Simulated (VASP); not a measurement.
# C (Fd-3m) in VASP: further runs

C is run at these levels: PBE; tasks: single point.

Everything below comes from runs of VASP 6.6.1. Logs are shortened: lines on timing, memory, paths and dates and some standing lists are left out, and cuts for length are marked.

### 1 The cell of the first run

The structure is cubic, space group Fd-3m (No. 227). Conventional cell: a = 3.535 Å, b = 3.535 Å, c = 3.535 Å, α = 90.00°, β = 90.00°, γ = 90.00°. C (site symmetry -43m) has 4 C at 1.53 Å within 2.0 Å.

### 2 Single point, PBE (volume scaled by 0.97)

File INCAR:

```
SYSTEM = C
PREC = Accurate
ENCUT = 520
EDIFF = 1E-6
ISMEAR = 0
SIGMA = 0.02
LREAL = .False.
LASPH = .True.
NELM = 60
ALGO = Normal
ISIF = 2
LWAVE = .False.
LCHARG = .False.
GGA = PE
NBANDS = 11
```

File KPOINTS:

```
regular mesh
0
Gamma
  12 12 12
  0 0 0
```

File POSCAR:

```
C
1.0
    0.0000000000      1.7676978883      1.7676978883
    1.7676978883      0.0000000000      1.7676978883
    1.7676978883      1.7676978883      0.0000000000
C
2
Direct
    0.0000000000      0.0000000000      0.0000000000
    0.2500000000      0.2500000000      0.2500000000
```

Potentials or basis: VASP PAW PBE potentials, release 64 (C).

Started as:

```bash
cat potpaw_PBE.64/C/POTCAR > POTCAR
mpirun -np 1 vasp_std > vasp.out
```

OUTCAR:

```text
SYSTEM = C
   PREC = Accurate
   ENCUT = 520
   EDIFF = 1E-6
   ISMEAR = 0
   LREAL = .False.
   LASPH = .True.
   NELM = 60
   ISIF = 2
   GGA = PE

 ion  position               nearest neighbor table
   1  0.000  0.000  0.000-   2 1.53   2 1.53   2 1.53   2 1.53
   2  0.250  0.250  0.250-   1 1.53   1 1.53   1 1.53   1 1.53

  LATTYP: Found a face centered cubic cell.
 ALAT       =     3.5353957766

  Lattice vectors:

 A1 = (   0.0000000000,   1.7676978883,   1.7676978883)
 A2 = (   1.7676978883,   0.0000000000,   1.7676978883)
 A3 = (   1.7676978883,   1.7676978883,   0.0000000000)

Analysis of symmetry for initial positions (statically):
=====================================================================
 Subroutine PRICEL returns:
 Original cell was already a primitive cell.

 Routine SETGRP: Setting up the symmetry group for a
 face centered cubic supercell.

 Subroutine GETGRP returns: Found 48 space group operations
 (whereof 24 operations were pure point group operations)
 out of a pool of 48 trial point group operations.

The static configuration has the point symmetry T_d .
 The point group associated with its full space group is O_h .

Analysis of symmetry for dynamics (positions and initial velocities):
=====================================================================
 Subroutine PRICEL returns:
 Original cell was already a primitive cell.

 Routine SETGRP: Setting up the symmetry group for a
 face centered cubic supercell.

 Subroutine GETGRP returns: Found 48 space group operations
 (whereof 24 operations were pure point group operations)
 out of a pool of 48 trial point group operations.

The dynamic configuration has the point symmetry T_d .
 The point group associated with its full space group is O_h .

 Subroutine INISYM returns: Found 48 space group operations
 (whereof 24 operations are pure point group operations),
 and found     1 'primitive' translations

----------------------------------------------------------------------------------------

                                     Primitive cell

  volume of cell :      11.0472

  direct lattice vectors                    reciprocal lattice vectors
[... 85 lines left out ...]
   ENCUT  =  520.0 eV  38.22 Ry    6.18 a.u.   4.65  4.65  4.65*2*pi/ulx,y,z
   NELM   =     60;   NELMIN=  2; NELMDL= -5     # of ELM steps
   EDIFF  = 0.1E-05   stopping-criterion for ELM
   LREAL  =      F    real-space projection
   EDIFFG = 0.1E-04   stopping-criterion for IOM
   NSW    =      0    number of steps for IOM
   IBRION =     -1    ionic relax: 0-MD 1-quasi-New 2-CG
   NFREE  =      0    steps in history (QN), initial steepest desc. (CG)
   ISIF   =      2    stress and relaxation
   ISYM   =      2    0-nonsym 1-usesym 2-fastsym
   POTIM  = 0.5000    time-step for ionic-motion
   TEBEG  =    0.0;   TEEND  =   0.0 temperature during run
   PSTRESS=    0.0 pullay stress
   NELECT =       8.0000    total number of electrons
   NUPDOWN=      -1.0000    fix difference up-down
   EMIN   =  10.00;   EMAX   =-10.00  energy-range for DOS
   EFERMI =   0.00;   METHOD = LEGACY
   ISMEAR =     0;   SIGMA  =   0.02  broadening in eV -4-tet -1-fermi 0-gaus
   EFERMI_NEDOS =   21; number of points for ismear=-14 and -15
   IALGO  =     38    algorithm
   IMIX   =      4    mixing-type and parameters
     AMIX     =   0.40;   BMIX     =  1.00
     AMIX_MAG =   1.60;   BMIX_MAG =  1.00
  volume/ion in A,a.u.               =       5.52        37.28
  Fermi-wavevector in a.u.,A,eV,Ry     =   1.470122  2.778128 29.405720  2.161259
  Thomas-Fermi vector in A             =   2.585417
   LORBIT       =      0    0 simple, 1 ext, 2 COOP (PROOUT), +10 PAW based schemes
   GGA     = PE    functional components
   LHFCALC =     F    Hartree Fock is set to
   AEXX    =    0.0000 exact exchange contribution
   IVDW    =     0    specifies the selected vdW correction
   LEPSILON=     F    determine dielectric tensor
   LRPA    =     F    only Hartree local field effects (RPA)
 non-spin polarized calculation
 Gauss-broadening in eV      SIGMA  =   0.02
  energy-cutoff  :      520.00
  volume of cell :       11.05
 maximum number of plane-waves:       310
   NGX =  9   NGY =  9   NGZ =  9

 number of electron       7.9999999 magnetization

 Free energy of the ion-electron system (eV)
  ---------------------------------------------------
  ext. energy  EPLUGINS =         0.00000000
  ---------------------------------------------------
  free energy    TOTEN  =       -18.16909847 eV

  energy without entropy =      -18.16909847  energy(sigma->0) =      -18.16909847

 E-fermi :  10.3802     XC(G=0): -13.3843

 val. band max:       10.1169374097   @ k =   0.0000   0.0000   0.0000
 cond. band min:      14.3305993298   @ k =   0.3333   0.3333   0.0000
 fundamental gap:      4.2136619201
 Fermi energy:        10.3802488072

 k-point     1 :       0.0000    0.0000    0.0000
  band No.  band energies     occupation
      1     -11.7197      2.00000
      2      10.1169      2.00000
      3      10.1169      2.00000
      4      10.1169      2.00000
      5      15.7799      0.00000
      6      15.7799      0.00000
      7      15.7799      0.00000
      8      24.0612      0.00000
      9      29.7533      0.00000
     10      36.9442      0.00000
     11      36.9442      0.00000
[... 309 lines left out ...]
 k-point    24 :      -0.4167    0.1667    0.0000
  band No.  band energies     occupation
      1      -5.3862      2.00000
      2      -2.6752      2.00000
      3       4.5312      2.00000
      4       6.4371      2.00000
      5      17.7641      0.00000
      6      20.5192      0.00000
      7      21.6691      0.00000
      8      25.8789      0.00000
      9      29.8727      0.00000
     10      34.6018      0.00000
     11      35.1989      0.00000

 [... further k-points ...]
[... 5 lines left out ...]
  --------------------------------------------------------------------------------------
  -------------------------------------------------------------------------------------
  Total        1.0193514      1.0193514      1.0193514      0.0000000      0.0000000      0.0000000
  in kB      147.8360559    147.8360559    147.8360559      0.0000000      0.0000000      0.0000000
  external PRESSURE =     147.8360559 kB  Pullay stress =       0.0000000 kB

 VOLUME and BASIS-vectors are now :
 -----------------------------------------------------------------------------
  energy-cutoff  :      520.00
  volume of cell :       11.05
      direct lattice vectors                 reciprocal lattice vectors
     0.000000000  1.767697888  1.767697888    -0.282853763  0.282853763  0.282853763
     1.767697888  0.000000000  1.767697888     0.282853763 -0.282853763  0.282853763
     1.767697888  1.767697888  0.000000000     0.282853763  0.282853763 -0.282853763

 POSITION                                       TOTAL-FORCE (eV/Angst)
 -----------------------------------------------------------------------------------
      0.00000      0.00000      0.00000         0.000000     -0.000000      0.000000
      0.88385      0.88385      0.88385        -0.000000      0.000000     -0.000000
 -----------------------------------------------------------------------------------
    total drift:                                0.000000      0.000000      0.000000

  FREE ENERGIE OF THE ION-ELECTRON SYSTEM (eV)
  ---------------------------------------------------
  free  energy   TOTEN  =       -18.1690984684 eV

  energy  without entropy=      -18.1690984684  energy(sigma->0) =      -18.16909847
```

Wall time 3.6 s (1 thread of Intel Xeon 6975P-C (Granite Rapids), shared host); peak memory 0.11 GiB.

What came out:

```
Free energy            : -18.1691 eV
Pressure               : 14.8 GPa
Band gap on the k mesh : 4.21 eV, indirect (least direct gap 5.66 eV)
```

 A k mesh can miss the band edges.

### 3 Single point, PBE (volume scaled by 1.03)

File INCAR:

```
SYSTEM = C
  ALGO = Normal
  EDIFF = 1E-6
  ENCUT = 520
  GGA = PE
  ISIF = 2
  ISMEAR = 0
  LASPH = .True.
  LCHARG = .True.
  LELF = .True.
  LREAL = .False.
  LVHAR = .True.
  LWAVE = .False.
  NBANDS = 11
  NELM = 60
  PREC = Accurate
  SIGMA = 0.02
```

File KPOINTS:

```
k-points
0
Gamma
  12 12 12
  0 0 0
```

File POSCAR:

```
C
1.0
    0.0000000000      1.8034185808      1.8034185808
    1.8034185808      0.0000000000      1.8034185808
    1.8034185808      1.8034185808      0.0000000000
C
2
Direct
    0.0000000000      0.0000000000      0.0000000000
    0.2500000000      0.2500000000      0.2500000000
```

Potentials or basis: VASP PAW PBE potentials, release 64 (C).

Started as:

```bash
cat potpaw_PBE.64/C/POTCAR > POTCAR
mpirun -np 1 vasp_std > vasp.out
```

OUTCAR:

```text
SYSTEM = C
   EDIFF = 1E-6
   ENCUT = 520
   GGA = PE
   ISIF = 2
   ISMEAR = 0
   LASPH = .True.
   LREAL = .False.
   NELM = 60
   PREC = Accurate

 ion  position               nearest neighbor table
   1  0.000  0.000  0.000-   2 1.56   2 1.56   2 1.56   2 1.56
   2  0.250  0.250  0.250-   1 1.56   1 1.56   1 1.56   1 1.56

  LATTYP: Found a face centered cubic cell.
 ALAT       =     3.6068371616

  Lattice vectors:

 A1 = (   0.0000000000,   1.8034185808,   1.8034185808)
 A2 = (   1.8034185808,   0.0000000000,   1.8034185808)
[... 514 lines left out ...]
      6      19.2660      0.00000
      7      20.0300      0.00000
      8      24.2914      0.00000
      9      28.3235      0.00000
     10      33.0696      0.00000
     11      33.2041      0.00000

 [... further k-points ...]
[... 5 lines left out ...]
  --------------------------------------------------------------------------------------
  -------------------------------------------------------------------------------------
  Total       -0.8440264     -0.8440264     -0.8440264     -0.0000000      0.0000000      0.0000000
  in kB     -115.2781547   -115.2781547   -115.2781547     -0.0000000      0.0000000      0.0000000
  external PRESSURE =    -115.2781547 kB  Pullay stress =       0.0000000 kB

 VOLUME and BASIS-vectors are now :
 -----------------------------------------------------------------------------
  energy-cutoff  :      520.00
  volume of cell :       11.73
      direct lattice vectors                 reciprocal lattice vectors
     0.000000000  1.803418581  1.803418581    -0.277251219  0.277251219  0.277251219
     1.803418581  0.000000000  1.803418581     0.277251219 -0.277251219  0.277251219
     1.803418581  1.803418581  0.000000000     0.277251219  0.277251219 -0.277251219

 POSITION                                       TOTAL-FORCE (eV/Angst)
 -----------------------------------------------------------------------------------
      0.00000      0.00000      0.00000         0.000000      0.000000      0.000000
      0.90171      0.90171      0.90171        -0.000000     -0.000000     -0.000000
 -----------------------------------------------------------------------------------
    total drift:                                0.000000      0.000000      0.000000

  FREE ENERGIE OF THE ION-ELECTRON SYSTEM (eV)
  ---------------------------------------------------
  free  energy   TOTEN  =       -18.1744165478 eV

  energy  without entropy=      -18.1744165478  energy(sigma->0) =      -18.17441655
```

It took 3.7 s on 1 thread of Intel Xeon 6975P-C (Granite Rapids), shared host; peak memory 0.12 GiB.

What came out:

```yaml
Free_energy: -18.1744 eV
Pressure: -11.5 GPa
Band_gap_on_the_k_mesh: 4.08 eV, indirect (least direct gap 5.50 eV)
```

 A k mesh can miss the band edges.
